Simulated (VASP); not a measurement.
# Cs2AgBiBr6 (Fm-3m) in VASP: single point with PBE

Aim: the single point of Cs2AgBiBr6 with PBE.

All numbers are computed with VASP 6.6.1; they aren't measurements. Logs are shortened: lines on timing, memory, paths and dates and some standing lists are left out, and cuts for length are marked.

### 1 The cell of the first run

The structure is cubic, space group Fm-3m (No. 225). Conventional cell: a = 11.346 Å, b = 11.346 Å, c = 11.346 Å, α = 90.00°, β = 90.00°, γ = 90.00°. Bi (site symmetry m-3m) has 6 Br at 2.84 Å within 3.7 Å. Ag (site symmetry m-3m) has 6 Br at 2.83 Å within 3.7 Å. Within 5.3 Å of Cs (site symmetry -43m) lie 12 Br at 4.01 Å and 4 Bi at 4.91 Å and 4 Ag at 4.91 Å. Br (site symmetry 4mm) has 1 Ag at 2.83 Å and 1 Bi at 2.84 Å within 3.7 Å.

### 2 Single point, PBE

INCAR reads:

```
SYSTEM = Cs2AgBiBr6
PREC     = Accurate       ! precision mode
ENCUT    = 520            ! plane-wave cutoff, eV
EDIFF    = 1E-6           ! SCF threshold, eV
ISMEAR   = -1             ! smearing method
SIGMA    = 0.0232         ! smearing width, eV
LREAL    = .False.        ! projectors in reciprocal space
LASPH    = .True.         ! aspherical terms in the spheres
NELM     = 60             ! most SCF steps
ALGO     = Normal         ! electronic algorithm
ISIF     = 2              ! what is computed and relaxed
LWAVE    = .False.        ! write WAVECAR
LCHARG   = .True.         ! write CHGCAR
GGA      = PE             ! functional
LELF     = .True.         ! ELF
LVHAR    = .True.       
NBANDS   = 54             ! bands
```

KPOINTS reads:

```
regular mesh
0
Gamma
  4 4 4
  0 0 0
```

POSCAR reads:

```
Cs2AgBiBr6
1.0
    0.0000000000      5.6729160000      5.6729160000
    5.6729160000      0.0000000000      5.6729160000
    5.6729160000      5.6729160000      0.0000000000
Bi Ag Cs Br
1 1 2 6
Direct
    0.0000000000      0.0000000000      0.0000000000
    0.5000000000      0.5000000000      0.5000000000
    0.2500000000      0.2500000000      0.2500000000
    0.7500000000      0.7500000000      0.7500000000
    0.2505500000      0.7494500000      0.2505500000
    0.2505500000      0.7494500000      0.7494500000
    0.7494500000      0.2505500000      0.7494500000
    0.7494500000      0.2505500000      0.2505500000
    0.2505500000      0.2505500000      0.7494500000
    0.7494500000      0.7494500000      0.2505500000
```

Potentials or basis: VASP PAW PBE potentials, release 64 (Bi_d, Ag, Cs_sv, Br).

Run with:

```sh
cat potpaw_PBE.64/Bi_d/POTCAR potpaw_PBE.64/Ag/POTCAR potpaw_PBE.64/Cs_sv/POTCAR potpaw_PBE.64/Br/POTCAR > POTCAR
mpirun -np 1 vasp_std > vasp.out
```

OUTCAR:

```text
SYSTEM = Cs2AgBiBr6
   PREC = Accurate
   ENCUT = 520
   EDIFF = 1E-6
   ISMEAR = -1
   LREAL = .False.
   LASPH = .True.
   NELM = 60
   ISIF = 2
   GGA = PE

 ion  position               nearest neighbor table
   1  0.000  0.000  0.000-   5 2.84   6 2.84   7 2.84   8 2.84   9 2.84  10 2.84
   2  0.500  0.500  0.500-   5 2.83   6 2.83   7 2.83   8 2.83   9 2.83  10 2.83
   3  0.250  0.250  0.250-
   4  0.750  0.750  0.750-
   5  0.251  0.749  0.251-   2 2.83   1 2.84
   6  0.251  0.749  0.749-   2 2.83   1 2.84
   7  0.749  0.251  0.749-   2 2.83   1 2.84
   8  0.749  0.251  0.251-   2 2.83   1 2.84
   9  0.251  0.251  0.749-   2 2.83   1 2.84
  10  0.749  0.749  0.251-   2 2.83   1 2.84

  LATTYP: Found a face centered cubic cell.
 ALAT       =    11.3458320000

  Lattice vectors:

 A1 = (   0.0000000000,   5.6729160000,   5.6729160000)
 A2 = (   5.6729160000,   0.0000000000,   5.6729160000)
 A3 = (   5.6729160000,   5.6729160000,   0.0000000000)

Analysis of symmetry for initial positions (statically):
=====================================================================
 Subroutine PRICEL returns:
 Original cell was already a primitive cell.

 Routine SETGRP: Setting up the symmetry group for a
 face centered cubic supercell.

 Subroutine GETGRP returns: Found 48 space group operations
 (whereof 48 operations were pure point group operations)
 out of a pool of 48 trial point group operations.

The static configuration has the point symmetry O_h .

Analysis of symmetry for dynamics (positions and initial velocities):
=====================================================================
 Subroutine PRICEL returns:
 Original cell was already a primitive cell.

 Routine SETGRP: Setting up the symmetry group for a
 face centered cubic supercell.

 Subroutine GETGRP returns: Found 48 space group operations
 (whereof 48 operations were pure point group operations)
 out of a pool of 48 trial point group operations.

The dynamic configuration has the point symmetry O_h .

 Subroutine INISYM returns: Found 48 space group operations
 (whereof 48 operations are pure point group operations),
 and found     1 'primitive' translations

----------------------------------------------------------------------------------------

                                     Primitive cell

  volume of cell :     365.1313

  direct lattice vectors                    reciprocal lattice vectors
     0.000000000  5.672916000  5.672916000    -0.088138093  0.088138093  0.088138093
     5.672916000  0.000000000  5.672916000     0.088138093 -0.088138093  0.088138093
     5.672916000  5.672916000  0.000000000     0.088138093  0.088138093 -0.088138093

  length of vectors
     8.022714745  8.022714745  8.022714745     0.152659656  0.152659656  0.152659656

  position of ions in fractional coordinates (direct lattice)
     0.000000000  0.000000000  0.000000000
     0.500000000  0.500000000  0.500000000
     0.250000000  0.250000000  0.250000000
     0.750000000  0.750000000  0.750000000
     0.250550000  0.749450000  0.250550000
     0.250550000  0.749450000  0.749450000
     0.749450000  0.250550000  0.749450000
     0.749450000  0.250550000  0.250550000
     0.250550000  0.250550000  0.749450000
     0.749450000  0.749450000  0.250550000

  ion indices of the primitive-cell ions
   primitive index   ion index
                 1           1
                 2           2
                 3           3
                 4           4
                 5           5
                 6           6
                 7           7
                 8           8
                 9           9
                10          10

----------------------------------------------------------------------------------------

 KPOINTS: regular mesh

Automatic generation of k-mesh.
 Grid dimensions read from file:
 generate k-points for:    4    4    4

 Generating k-lattice:

  Cartesian coordinates                     Fractional coordinates (reciprocal lattice)
    -0.022034523  0.022034523  0.022034523     0.250000000  0.000000000  0.000000000
     0.022034523 -0.022034523  0.022034523     0.000000000  0.250000000  0.000000000
     0.022034523  0.022034523 -0.022034523     0.000000000  0.000000000  0.250000000

  Length of vectors
     0.038164914  0.038164914  0.038164914

  Shift w.r.t. Gamma in fractional coordinates (k-lattice)
     0.000000000  0.000000000  0.000000000

 Subroutine IBZKPT returns following result:
 ===========================================

 Found      8 irreducible k-points:

 Following reciprocal coordinates:
            Coordinates               Weight
  0.000000  0.000000  0.000000      1.000000
  0.250000  0.000000  0.000000      8.000000
  0.500000  0.000000  0.000000      4.000000
  0.250000  0.250000  0.000000      6.000000
  0.500000  0.250000  0.000000     24.000000
 -0.250000  0.250000  0.000000     12.000000
  0.500000  0.500000  0.000000      3.000000
 -0.250000  0.500000  0.250000      6.000000
   k-points           NKPTS =      8   k-points in BZ     NKDIM =      8   number of bands    NBANDS=     54
   number of dos      NEDOS =    301   number of ions     NIONS =     10
   total plane-waves  NPLWV = 216000
   dimension x,y,z NGX =    60 NGY =   60 NGZ =   60
   dimension x,y,z NGXF=   120 NGYF=  120 NGZF=  120
   ions per type =               1   1   2   6
   NGX,Y,Z   is equivalent  to a cutoff of  12.43, 12.43, 12.43 a.u.
   NGXF,Y,Z  is equivalent  to a cutoff of  24.87, 24.87, 24.87 a.u.
 SYSTEM =  Cs2AgBiBr6
   PREC   = accura    normal or accurate (medium, high low for compatibility)
   ISTART =      0    job   : 0-new  1-cont  2-samecut
   ICHARG =      2    charge: 1-file 2-atom 10-const
   ISPIN  =      1    spin polarized calculation?
   LNONCOLLINEAR =      F non collinear calculations
   LSORBIT =      F    spin-orbit coupling
   LASPH  =      T    aspherical Exc in radial PAW
   ENCUT  =  520.0 eV  38.22 Ry    6.18 a.u.  14.92 14.92 14.92*2*pi/ulx,y,z
   NELM   =     60;   NELMIN=  2; NELMDL= -5     # of ELM steps
   EDIFF  = 0.1E-05   stopping-criterion for ELM
   LREAL  =      F    real-space projection
[... 7 lines left out ...]
   TEBEG  =    0.0;   TEEND  =   0.0 temperature during run
   PSTRESS=    0.0 pullay stress
   NELECT =      86.0000    total number of electrons
   NUPDOWN=      -1.0000    fix difference up-down
   EMIN   =  10.00;   EMAX   =-10.00  energy-range for DOS
   EFERMI =   0.00;   METHOD = LEGACY
   ISMEAR =    -1;   SIGMA  =   0.02  broadening in eV -4-tet -1-fermi 0-gaus
   EFERMI_NEDOS =   21; number of points for ismear=-14 and -15
   IALGO  =     38    algorithm
   IMIX   =      4    mixing-type and parameters
     AMIX     =   0.40;   BMIX     =  1.00
     AMIX_MAG =   1.60;   BMIX_MAG =  1.00
  volume/ion in A,a.u.               =      36.51       246.40
  Fermi-wavevector in a.u.,A,eV,Ry     =   1.011016  1.910543 13.907236  1.022153
  Thomas-Fermi vector in A             =   2.144040
   LORBIT       =      0    0 simple, 1 ext, 2 COOP (PROOUT), +10 PAW based schemes
   GGA     = PE    functional components
   LHFCALC =     F    Hartree Fock is set to
   AEXX    =    0.0000 exact exchange contribution
   IVDW    =     0    specifies the selected vdW correction
   LEPSILON=     F    determine dielectric tensor
   LRPA    =     F    only Hartree local field effects (RPA)
 non-spin polarized calculation
  energy-cutoff  :      520.00
  volume of cell :      365.13
 maximum number of plane-waves:      9864
   NGX = 29   NGY = 29   NGZ = 29

 number of electron      86.0000006 magnetization

 Free energy of the ion-electron system (eV)
  ---------------------------------------------------
  ext. energy  EPLUGINS =         0.00000000
  ---------------------------------------------------
  free energy    TOTEN  =       -29.57290065 eV

  energy without entropy =      -29.57290065  energy(sigma->0) =      -29.57290065

 E-fermi :   1.6781     XC(G=0):  -8.0324

 val. band max:        1.1241929225   @ k =   0.5000   0.5000   0.0000
 cond. band min:       2.4302733096   @ k =   0.5000   0.0000   0.0000
 fundamental gap:      1.3060803871
 Fermi energy:         1.6781135146

 k-point     1 :       0.0000    0.0000    0.0000
  band No.  band energies     occupation
      1     -21.9275      2.00000
      2     -21.9275      2.00000
      3     -21.8941      2.00000
      4     -21.8941      2.00000
      5     -21.8941      2.00000
      6     -19.5965      2.00000
[... 46 lines left out ...]
     53       6.6333      0.00000
     54       6.6334      0.00000

 k-point     2 :       0.2500    0.0000    0.0000
  band No.  band energies     occupation
      1     -21.9275      2.00000
      2     -21.9275      2.00000
      3     -21.8941      2.00000
      4     -21.8941      2.00000
      5     -21.8941      2.00000
      6     -19.5956      2.00000
[... 46 lines left out ...]
     53       6.9026      0.00000
     54       6.9496      0.00000

 k-point     3 :       0.5000    0.0000    0.0000
  band No.  band energies     occupation
      1     -21.9275      2.00000
      2     -21.9275      2.00000
      3     -21.8941      2.00000
      4     -21.8941      2.00000
      5     -21.8941      2.00000
      6     -19.5936      2.00000
[... 46 lines left out ...]
     53       7.1988      0.00000
     54       7.5077      0.00000

 k-point     4 :       0.2500    0.2500    0.0000
  band No.  band energies     occupation
      1     -21.9275      2.00000
      2     -21.9275      2.00000
      3     -21.8941      2.00000
      4     -21.8941      2.00000
      5     -21.8941      2.00000
      6     -19.5955      2.00000
[... 46 lines left out ...]
     53       7.0545      0.00000
     54       7.0625      0.00000

 k-point     5 :       0.5000    0.2500    0.0000
  band No.  band energies     occupation
      1     -21.9275      2.00000
      2     -21.9275      2.00000
      3     -21.8941      2.00000
      4     -21.8941      2.00000
      5     -21.8941      2.00000
      6     -19.5942      2.00000
[... 46 lines left out ...]
     53       7.3125      0.00000
     54       7.3378      0.00000

 k-point     6 :      -0.2500    0.2500    0.0000
  band No.  band energies     occupation
      1     -21.9275      2.00000
      2     -21.9275      2.00000
      3     -21.8941      2.00000
      4     -21.8941      2.00000
      5     -21.8941      2.00000
      6     -19.5945      2.00000
[... 46 lines left out ...]
     53       7.2800      0.00000
     54       7.3201      0.00000

 k-point     7 :       0.5000    0.5000    0.0000
  band No.  band energies     occupation
      1     -21.9275      2.00000
      2     -21.9275      2.00000
      3     -21.8941      2.00000
      4     -21.8941      2.00000
      5     -21.8941      2.00000
      6     -19.5944      2.00000
[... 46 lines left out ...]
     53       7.4684      0.00000
     54       7.8253      0.00000

 k-point     8 :      -0.2500    0.5000    0.2500
  band No.  band energies     occupation
      1     -21.9275      2.00000
      2     -21.9275      2.00000
      3     -21.8941      2.00000
      4     -21.8941      2.00000
      5     -21.8941      2.00000
      6     -19.5935      2.00000
[... 46 lines left out ...]
     53       7.2362      0.00000
     54       7.5218      0.00000

------------------------ aborting loop because EDIFF is reached ----------------------------------------

  FORCE on cell =-STRESS in cart. coord.  units (eV):
  Direction    XX          YY          ZZ          XY          YZ          ZX
  --------------------------------------------------------------------------------------
  -------------------------------------------------------------------------------------
  Total        2.1837388      2.1837388      2.1837388      0.0000000     -0.0000000     -0.0000000
  in kB        9.5821335      9.5821335      9.5821335      0.0000000     -0.0000000     -0.0000000
  external PRESSURE =       9.5821335 kB  Pullay stress =       0.0000000 kB

 VOLUME and BASIS-vectors are now :
 -----------------------------------------------------------------------------
  energy-cutoff  :      520.00
  volume of cell :      365.13
      direct lattice vectors                 reciprocal lattice vectors
     0.000000000  5.672916000  5.672916000    -0.088138093  0.088138093  0.088138093
     5.672916000  0.000000000  5.672916000     0.088138093 -0.088138093  0.088138093
     5.672916000  5.672916000  0.000000000     0.088138093  0.088138093 -0.088138093

 POSITION                                       TOTAL-FORCE (eV/Angst)
 -----------------------------------------------------------------------------------
      0.00000      0.00000      0.00000         0.000000      0.000000     -0.000000
      5.67292      5.67292      5.67292         0.000000      0.000000      0.000000
      2.83646      2.83646      2.83646         0.000000     -0.000000      0.000000
      8.50937      8.50937      8.50937         0.000000     -0.000000      0.000000
      5.67292      2.84270      5.67292         0.000000      0.187566      0.000000
      8.50313      5.67292      5.67292        -0.187566      0.000000      0.000000
      5.67292      8.50313      5.67292         0.000000     -0.187566      0.000000
      2.84270      5.67292      5.67292         0.187566      0.000000      0.000000
      5.67292      5.67292      2.84270         0.000000      0.000000      0.187566
      5.67292      5.67292      8.50313         0.000000      0.000000     -0.187566
 -----------------------------------------------------------------------------------
    total drift:                                0.000000      0.000000     -0.000000

  FREE ENERGIE OF THE ION-ELECTRON SYSTEM (eV)
  ---------------------------------------------------
  free  energy   TOTEN  =       -29.5729006504 eV

  energy  without entropy=      -29.5729006504  energy(sigma->0) =      -29.57290065
```

It took 5.7 min on 1 thread of Intel Xeon Platinum 8259CL at 2.50GHz (Skylake/Cascade Lake), shared host; peak memory 0.6 GiB.

Results:

```
Free energy            : -29.5729 eV
Pressure               : 1.0 GPa
Largest force          : 0.188 eV/Å
Band gap on the k mesh : 1.31 eV (least direct gap 2.45 eV)
```

Forces on the atoms (eV/Å):
```
Bi   0.000  0.000  0.000
Ag   0.000  0.000  0.000
Cs   0.000  0.000  0.000
Cs   0.000  0.000  0.000
Br   0.000  0.188  0.000
Br  -0.188  0.000  0.000
Br   0.000 -0.188  0.000
Br   0.188  0.000  0.000
Br   0.000  0.000  0.188
Br   0.000  0.000 -0.188
```

Caveat: spin-orbit coupling is left out, which moves the levels of the heavy elements. A k mesh can miss the band edges.
